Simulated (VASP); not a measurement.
## AlGaN2: single point with r2SCAN

AlGaN2:

```xyz
4
Lattice="3.2351 0.0000 0.0000 0.0000 3.2351 0.0000 0.0000 0.0000 4.5566" Properties=species:S:1:pos:R:3 pbc="T T T"
Al    1.6176    1.6176    2.2783
Ga    0.0000    0.0000    0.0000
N     1.6176    0.0000    3.3639
N     0.0000    1.6176    1.1926
```

This cell differs from its parent crystal: strain +0.030 along x and y, +0.030 along z.

```
Program             : VASP 6.6.1
Task                : single point
Functional          : r2SCAN
Potentials or basis : VASP PAW PBE potentials, release 64 (Al, Ga_d, N)
Cutoff              : 520 eV
k mesh              : 8 × 8 × 6
Occupations         : gaussian, width 0.05 eV
Spin                : no spin polarisation
```

```
Pressure               : -15.1 GPa
Band gap on the k mesh : 2.69 eV, direct
```

Stress tensor (GPa, compression positive):
```
-15.17   0.00   0.00
  0.00 -15.17   0.00
  0.00   0.00 -14.96
```

Levels at points of the mesh, in eV from the valence-band top:
| k point | band 9 | band 10 | band 11 | band 12 | band 13 | band 14 | band 15 | band 16 | band 17 | band 18 |
| --- | --- | --- | --- | --- | --- | --- | --- | --- | --- | --- |
| (0.00, 0.00, 0.00) | -2.19 | -2.19 | -0.18 | 0.00 | 0.00 | 2.69 | 4.00 | 7.81 | 11.35 | 11.35 |
| (0.50, 0.00, 0.00) | -4.29 | -2.72 | -2.70 | -0.98 | -0.60 | 6.93 | 7.45 | 8.37 | 8.46 | 10.43 |
| (0.50, 0.50, 0.00) | -4.78 | -2.16 | -2.11 | -2.11 | -2.08 | 3.78 | 3.78 | 6.41 | 9.08 | 12.80 |
| (0.00, 0.00, 0.50) | -2.52 | -1.47 | -1.47 | -0.92 | -0.92 | 5.41 | 5.50 | 7.95 | 9.42 | 11.63 |
| (0.50, 0.00, 0.50) | -5.81 | -0.95 | -0.82 | -0.57 | -0.50 | 5.07 | 6.60 | 9.49 | 9.69 | 10.43 |
| (0.50, 0.50, 0.50) | -4.23 | -3.61 | -3.07 | -2.92 | -2.92 | 6.56 | 6.56 | 8.57 | 11.08 | 11.08 |

Wall time 52 s on 1 thread of Intel(R) Xeon(R) 6975P-C (Granite Rapids), with other jobs on the host, peak memory 0.2 GiB.

Caveat: the cell differs from its parent crystal (strain +0.030 along x and y, +0.030 along z); the PAW data sets were made with another functional, which shifts forces and pressure a little.
